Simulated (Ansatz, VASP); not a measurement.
**One calculation of ZrHSe2, two programs**

Contents of INCAR:

```
PREC = Accurate
ENCUT = 500
EDIFF = 1E-7
ISMEAR = 0
SIGMA = 0.1
LREAL = False
LASPH = True
NELM = 120
ALGO = Normal
ISIF = 3
LWAVE = False
LCHARG = False
GGA = PE
IVDW = 12
IBRION = 2
NSW = 90
EDIFFG = -0.025
GGA_COMPAT = False
NELMIN = 4
```

KPOINTS

```
regular mesh
0
Gamma
  12 12 6
```

Contents of POSCAR:

```
ZrHSe2
1.0
    3.7997223223      0.0000000000      0.0000000000
   -1.8998611612      3.2906560584      0.0000000000
    0.0000000000      0.0000000000      5.4973744372
Zr Se H
1 2 1
Direct
    0.0000000000      0.0000000000      0.0000000000
    0.3333333333      0.6666666667      0.2843690543
    0.6666666667      0.3333333333      0.7156309457
    0.0000000000      0.0000000000      0.5000000000
```

Input for Ansatz:

```yaml
crystal:
  lattice:
    - [3.7997223223, 0.0, 0.0]
    - [-1.8998611612, 3.2906560584, 0.0]
    - [0.0, 0.0, 5.4973744372]
  atoms:
    - { symbol: Zr, position: [0.0, 0.0, 0.0] }
    - { symbol: Se, position: [0.3333333333, 0.6666666667, 0.2843690543] }
    - { symbol: Se, position: [0.6666666667, 0.3333333333, 0.7156309457] }
    - { symbol: H, position: [0.0, 0.0, 0.5] }
basis:
  ecutwfc: 420
kpoints:
  mp_grid: { grid: [12, 12, 6] }
hamiltonian:
  xc: pbe
  dispersion: d3bj
scf:
  occupations: { method: gaussian, width: 0.1 }
output:
  forces: true
  stress: true
  eigenvalues: true
relax:
  adjacent_minimum: "off"
  f_tol: 0.025
  max_steps: 70
  cell: { stress_tol: 0.12 }
```

Alike in both runs: task relaxation of cell and atoms; functional PBE; dispersion D3(BJ); k mesh 12 × 12 × 6; occupations gaussian, width 0.1 eV; no spin polarisation.

|  | VASP | Ansatz |
| --- | --- | --- |
| version | VASP 6.6.1 | Ansatz 0.2.0 |
| potentials or method | VASP PAW PBE potentials, release 64 (Zr_sv, Se, H), cutoff 500 eV | scalar-relativistic, plane waves, PAW |
| valence electrons in the cell | 25 | 45 |

```csv
,VASP,Ansatz,Ansatz less VASP
"gap on the k mesh at the Fermi level, each at its own relaxed structure (eV)",none,none,-
relaxed volume (Å³/atom),17.17,17.13,-0.039
relaxed cell length with the largest relative difference (Å),5.489,5.484,-0.0042
```

A gap of «none» marks a metal or a gap that the smearing closes. VASP's potentials hold 25 valence electrons a cell and Ansatz's 45, so a difference there can come from the potentials and not from the codes.
